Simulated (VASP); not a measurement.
# SbPt (P6_3/mmc) in VASP: further runs, part 2 of 3

VASP 6.6.1. Earlier steps stand in the parts before.

**3. Electric field gradients, LDA (20.01 Å³/atom)**

This run uses another cell than the first one, of 20.01 Å³/atom.

INCAR reads:

```
SYSTEM = SbPt
ALGO     = Normal         ! electronic algorithm
EDIFF    = 1E-8           ! SCF threshold, eV
ENCUT    = 520            ! plane-wave cutoff, eV
GGA      = CA             ! functional
ISIF     = 2              ! what is computed and relaxed
ISMEAR   = -1             ! smearing method
LASPH    = .TRUE.         ! aspherical terms in the spheres
LCHARG   = .FALSE.        ! write CHGCAR
LEFG     = .TRUE.       
LREAL    = .FALSE.        ! projectors in reciprocal space
LWAVE    = .FALSE.        ! write WAVECAR
NBANDS   = 23             ! bands
NELM     = 80             ! most SCF steps
PREC     = Accurate       ! precision mode
SIGMA    = 0.08           ! smearing width, eV
```

KPOINTS reads:

```
k-points
0
G
  11 11 8
  0 0 0
```

POSCAR reads:

```
SbPt
1.0
    4.1161850655      0.0000000000      0.0000000000
   -2.0580925328      3.5647208334      0.0000000000
    0.0000000000      0.0000000000      5.4536988600
Sb Pt
2 2
Direct
    0.3333333333      0.6666666667      0.2500000000
    0.6666666667      0.3333333333      0.7500000000
    0.0000000000      0.0000000000      0.0000000000
    0.0000000000      0.0000000000      0.5000000000
```

Potentials or basis: VASP PAW LDA potentials, release 64 (Sb, Pt).

Launch:

```bash
cat potpaw_LDA.64/Sb/POTCAR potpaw_LDA.64/Pt/POTCAR > POTCAR
mpirun -np 1 vasp_std > vasp.out
```

OUTCAR:

```text
SYSTEM = SbPt
   EDIFF = 1E-8
   ENCUT = 520
   GGA = CA
   ISIF = 2
   ISMEAR = -1
   LASPH = .TRUE.
   LREAL = .FALSE.
   NELM = 80
   PREC = Accurate

 ion  position               nearest neighbor table
   1  0.333  0.667  0.250-   3 2.74   4 2.74   3 2.74   4 2.74   3 2.74   4 2.74   2 3.62   2 3.62
                             2 3.62   2 3.62   2 3.62   2 3.62
   2  0.667  0.333  0.750-   3 2.74   4 2.74   3 2.74   4 2.74   3 2.74   4 2.74   1 3.62   1 3.62
                             1 3.62   1 3.62   1 3.62   1 3.62
   3  0.000  0.000  0.000-   4 2.73   4 2.73   1 2.74   2 2.74   2 2.74   1 2.74   2 2.74   1 2.74

   4  0.000  0.000  0.500-   3 2.73   3 2.73   1 2.74   2 2.74   2 2.74   1 2.74   2 2.74   1 2.74

  LATTYP: Found a hexagonal cell.
 ALAT       =     4.1161850655
 C/A-ratio  =     1.3249401505

  Lattice vectors:

 A1 = (   4.1161850655,   0.0000000000,   0.0000000000)
 A2 = (  -2.0580925328,   3.5647208334,   0.0000000000)
 A3 = (   0.0000000000,   0.0000000000,   5.4536988600)

Analysis of symmetry for initial positions (statically):
=====================================================================
 Subroutine PRICEL returns:
[... 833 lines left out ...]
      0.00000      0.00000      0.00000         0.000000      0.000000      0.000000
      0.00000      0.00000      2.72685        -0.000000      0.000000      0.000000
 -----------------------------------------------------------------------------------
    total drift:                               -0.000000      0.000000      0.000000

  FREE ENERGIE OF THE ION-ELECTRON SYSTEM (eV)
  ---------------------------------------------------
  free  energy   TOTEN  =       -26.3508736050 eV

  energy  without entropy=      -26.3095263585  energy(sigma->0) =      -26.33019998

 Electric field gradients (V/A^2)
---------------------------------------------------------------------
 ion       V_xx      V_yy      V_zz      V_xy      V_xz      V_yz
---------------------------------------------------------------------
   1     -10.454   -10.454    20.908    -0.000    -0.000    -0.000
   2     -10.454   -10.454    20.908    -0.000     0.000     0.000
   3      61.531    61.531  -123.062    -0.000    -0.000     0.000
   4      61.531    61.531  -123.062    -0.000     0.000    -0.000
---------------------------------------------------------------------

 Electric field gradients after diagonalization (V/A^2)
 (convention: |V_zz| > |V_xx| > |V_yy|)
----------------------------------------------------------------------
 ion       V_xx      V_yy      V_zz     asymmetry (V_yy - V_xx)/ V_zz
----------------------------------------------------------------------
   1     -10.454   -10.454    20.908       0.000
   2     -10.454   -10.454    20.908       0.000
   3      61.532    61.531  -123.062       0.000
   4      61.532    61.531  -123.062       0.000
----------------------------------------------------------------------

           NMR quadrupolar parameters

 Cq : quadrupolar parameter    Cq=e*Q*V_zz/h
 eta: asymmetry parameters     (V_yy - V_xx)/ V_zz
 Q  : nuclear electric quadrupole moment in mb (millibarn)
----------------------------------------------------------------------
 ion       Cq(MHz)       eta       Q (mb)
----------------------------------------------------------------------
   1       0.051       0.000       1.000
   2       0.051       0.000       1.000
   3      -0.298       0.000       1.000
   4      -0.298       0.000       1.000
----------------------------------------------------------------------
```

stdout:

```text
POSCAR found type information on POSCAR SbPt
 POSCAR found :  2 types and       4 ions
 scaLAPACK will be used
 LDA part: xc-table for (Slater(with rela. corr.)+CA(PZ))
 , standard interpolation
 POSCAR, INCAR and KPOINTS ok, starting setup
 FFT: planning ... GRIDC
 FFT: planning ... GRID_SOFT
 FFT: planning ... GRID
 WAVECAR not read
 entering main loop
ion   1

ion   2

ion   3

ion   4
```

Wall time 2.1 min (1 thread of Intel Xeon 8259CL, shared host); peak memory 0.26 GiB.

Results:

* Free energy: -26.3509 eV
* Pressure: 1.7 GPa
* Band gap on the k mesh: zero (bands 15 and 16 overlap by 4.01 eV)
* Largest electric field gradient by atom: Sb +20.9; Pt -123.1 V/Å²

Levels at points of the mesh, in eV from the Fermi level:
| k point | band 11 | band 12 | band 13 | band 14 | band 15 | band 16 | band 17 | band 18 | band 19 | band 20 |
| --- | --- | --- | --- | --- | --- | --- | --- | --- | --- | --- |
| (0.00, 0.00, 0.00) | -2.22 | -2.22 | -0.10 | -0.10 | 0.76 | 2.33 | 2.38 | 3.66 | 3.66 | 3.84 |
| (0.00, 0.00, 0.50) | -3.74 | -3.74 | -1.22 | -1.22 | 2.38 | 2.38 | 2.38 | 2.38 | 5.26 | 5.26 |

Electric field gradients, principal values (V/Å²):
```csv
atom,least,middle,greatest (by size)
1 Sb,-10.454,-10.454,20.908
2 Sb,-10.454,-10.454,20.908
3 Pt,61.531,61.532,-123.062
4 Pt,61.531,61.532,-123.062
```

Caveat: without QUAD_EFG the Cq values of the log hold for a quadrupole moment of 1 mb, not for the nuclei; spin-orbit coupling is left out, which moves the levels of the heavy elements.

**4. Electric field gradients, LDA (20.61 Å³/atom)**

This run uses another cell than the first one, of 20.61 Å³/atom.

INCAR reads:

```
SYSTEM = SbPt
PREC     = Accurate       ! precision mode
ENCUT    = 520            ! plane-wave cutoff, eV
EDIFF    = 1E-8           ! SCF threshold, eV
ISMEAR   = -1             ! smearing method
SIGMA    = 0.08           ! smearing width, eV
LREAL    = .FALSE.        ! projectors in reciprocal space
LASPH    = .TRUE.         ! aspherical terms in the spheres
NELM     = 80             ! most SCF steps
ALGO     = Normal         ! electronic algorithm
ISIF     = 2              ! what is computed and relaxed
LWAVE    = .FALSE.        ! write WAVECAR
LCHARG   = .FALSE.        ! write CHGCAR
LEFG     = .TRUE.       
NBANDS   = 23             ! bands
```

KPOINTS reads:

```
regular mesh
0
G
  11 11 8
  0 0 0
```

POSCAR reads:

```
SbPt
1.0
    4.1573496470      0.0000000000      0.0000000000
   -2.0786748235      3.6003704067      0.0000000000
    0.0000000000      0.0000000000      5.5082394667
Sb Pt
2 2
Direct
    0.3333333333      0.6666666667      0.2500000000
    0.6666666667      0.3333333333      0.7500000000
    0.0000000000      0.0000000000      0.0000000000
    0.0000000000      0.0000000000      0.5000000000
```

Potentials or basis: VASP PAW LDA potentials, release 64 (Sb, Pt).

Launch:

```bash
cat potpaw_LDA.64/Sb/POTCAR potpaw_LDA.64/Pt/POTCAR > POTCAR
mpirun -np 1 vasp_std > vasp.out
```

OUTCAR:

```text
SYSTEM = SbPt
   PREC = Accurate
   ENCUT = 520
   EDIFF = 1E-8
   ISMEAR = -1
   LREAL = .FALSE.
   LASPH = .TRUE.
   NELM = 80
   ISIF = 2

 ion  position               nearest neighbor table
   1  0.333  0.667  0.250-   3 2.77   4 2.77   3 2.77   4 2.77   3 2.77   4 2.77   2 3.65   2 3.65
                             2 3.65   2 3.65   2 3.65   2 3.65
   2  0.667  0.333  0.750-   3 2.77   4 2.77   3 2.77   4 2.77   3 2.77   4 2.77   1 3.65   1 3.65
                             1 3.65   1 3.65   1 3.65   1 3.65
   3  0.000  0.000  0.000-   4 2.75   4 2.75   1 2.77   2 2.77   1 2.77   2 2.77   2 2.77   1 2.77

   4  0.000  0.000  0.500-   3 2.75   3 2.75   1 2.77   2 2.77   1 2.77   2 2.77   2 2.77   1 2.77

  LATTYP: Found a hexagonal cell.
 ALAT       =     4.1573496470
 C/A-ratio  =     1.3249401504

  Lattice vectors:

 A1 = (   4.1573496470,   0.0000000000,   0.0000000000)
 A2 = (  -2.0786748235,   3.6003704067,   0.0000000000)
 A3 = (   0.0000000000,   0.0000000000,   5.5082394667)

Analysis of symmetry for initial positions (statically):
[... 833 lines left out ...]
     -0.00000      2.40025      1.37706         0.000000     -0.000000      0.000000
      2.07867      1.20012      4.13118        -0.000000      0.000000      0.000000
      0.00000      0.00000      0.00000         0.000000      0.000000      0.000000
      0.00000      0.00000      2.75412        -0.000000      0.000000      0.000000
 -----------------------------------------------------------------------------------
    total drift:                                0.000000     -0.000000      0.000000

  FREE ENERGIE OF THE ION-ELECTRON SYSTEM (eV)
  ---------------------------------------------------
  free  energy   TOTEN  =       -26.3434068672 eV

  energy  without entropy=      -26.3013480663  energy(sigma->0) =      -26.32237747

 Electric field gradients (V/A^2)
---------------------------------------------------------------------
 ion       V_xx      V_yy      V_zz      V_xy      V_xz      V_yz
---------------------------------------------------------------------
   1      -8.767    -8.767    17.534    -0.000    -0.000     0.000
   2      -8.767    -8.767    17.534    -0.000     0.000    -0.000
   3      59.122    59.122  -118.244    -0.001    -0.000     0.000
   4      59.122    59.122  -118.244    -0.001     0.000    -0.000
---------------------------------------------------------------------

 Electric field gradients after diagonalization (V/A^2)
 (convention: |V_zz| > |V_xx| > |V_yy|)
----------------------------------------------------------------------
 ion       V_xx      V_yy      V_zz     asymmetry (V_yy - V_xx)/ V_zz
----------------------------------------------------------------------
   1      -8.767    -8.767    17.534       0.000
   2      -8.767    -8.767    17.534       0.000
   3      59.122    59.121  -118.244       0.000
   4      59.122    59.121  -118.244       0.000
----------------------------------------------------------------------

           NMR quadrupolar parameters

 Cq : quadrupolar parameter    Cq=e*Q*V_zz/h
 eta: asymmetry parameters     (V_yy - V_xx)/ V_zz
 Q  : nuclear electric quadrupole moment in mb (millibarn)
----------------------------------------------------------------------
 ion       Cq(MHz)       eta       Q (mb)
----------------------------------------------------------------------
   1       0.042       0.000       1.000
   2       0.042       0.000       1.000
   3      -0.286       0.000       1.000
   4      -0.286       0.000       1.000
----------------------------------------------------------------------
```

OSZICAR:

```text
N       E                     dE             d eps       ncg     rms          rms(c)
DAV:   1     0.169622334666E+03    0.16962E+03   -0.12400E+04  3688   0.114E+03
DAV:   2    -0.194919724044E+02   -0.18911E+03   -0.17597E+03  4421   0.227E+02
DAV:   3    -0.269006144799E+02   -0.74086E+01   -0.72214E+01  4486   0.486E+01
DAV:   4    -0.269836931694E+02   -0.83079E-01   -0.83023E-01  4030   0.566E+00
DAV:   5    -0.269848984074E+02   -0.12052E-02   -0.12052E-02  4527   0.725E-01    0.132E+01
DAV:   6    -0.264851591929E+02    0.49974E+00   -0.16358E+00  4072   0.985E+00    0.667E+00
DAV:   7    -0.263759788032E+02    0.10918E+00   -0.20456E-01  3785   0.350E+00    0.345E+00
DAV:   8    -0.263440630436E+02    0.31916E-01   -0.79327E-02  4303   0.198E+00    0.361E-01
DAV:   9    -0.263436458870E+02    0.41716E-03   -0.20274E-03  4016   0.270E-01    0.230E-01
DAV:  10    -0.263434094674E+02    0.23642E-03   -0.88489E-04  3911   0.175E-01    0.389E-02
DAV:  11    -0.263434065924E+02    0.28749E-05   -0.22542E-05  4578   0.325E-02    0.162E-02
DAV:  12    -0.263434071051E+02   -0.51263E-06   -0.10647E-06  4031   0.684E-03    0.830E-03
DAV:  13    -0.263434068687E+02    0.23642E-06   -0.29151E-07  4149   0.297E-03    0.201E-03
DAV:  14    -0.263434068672E+02    0.14502E-08   -0.27438E-08  3849   0.101E-03
   1 F= -.26343407E+02 E0= -.26322377E+02  d E =-.420588E-01
```

stdout:

```text
POSCAR found type information on POSCAR SbPt
 POSCAR found :  2 types and       4 ions
 scaLAPACK will be used
 LDA part: xc-table for (Slater(with rela. corr.)+CA(PZ))
 , standard interpolation
 POSCAR, INCAR and KPOINTS ok, starting setup
 FFT: planning ... GRIDC
 FFT: planning ... GRID_SOFT
 FFT: planning ... GRID
 WAVECAR not read
 entering main loop
ion   1

ion   2

ion   3

ion   4
```

Run time: 2.1 min. Hardware: 1 thread of Intel Xeon 8259CL, shared host; peak memory 0.27 GiB.

Results:

```yaml
Free_energy: -26.3434 eV
Pressure: -2.7 GPa
Band_gap_on_the_k_mesh: zero (bands 15 and 16 overlap by 3.87 eV)
Largest_electric_field_gradient_by_atom: Sb +17.5; Pt -118.2 V/Å²
```

Stress tensor (GPa, compression positive):
```
-2.20  0.00  0.00
 0.00 -2.20  0.00
 0.00  0.00 -3.68
```

Electric field gradients, principal values (V/Å²):
```csv
atom,least,middle,greatest (by size)
1 Sb,-8.767,-8.767,17.534
2 Sb,-8.767,-8.767,17.534
3 Pt,59.121,59.122,-118.244
4 Pt,59.121,59.122,-118.244
```

Caveat: without QUAD_EFG the Cq values of the log hold for a quadrupole moment of 1 mb, not for the nuclei; spin-orbit coupling is left out, which moves the levels of the heavy elements.

(Part 2 of 3 ends here.)
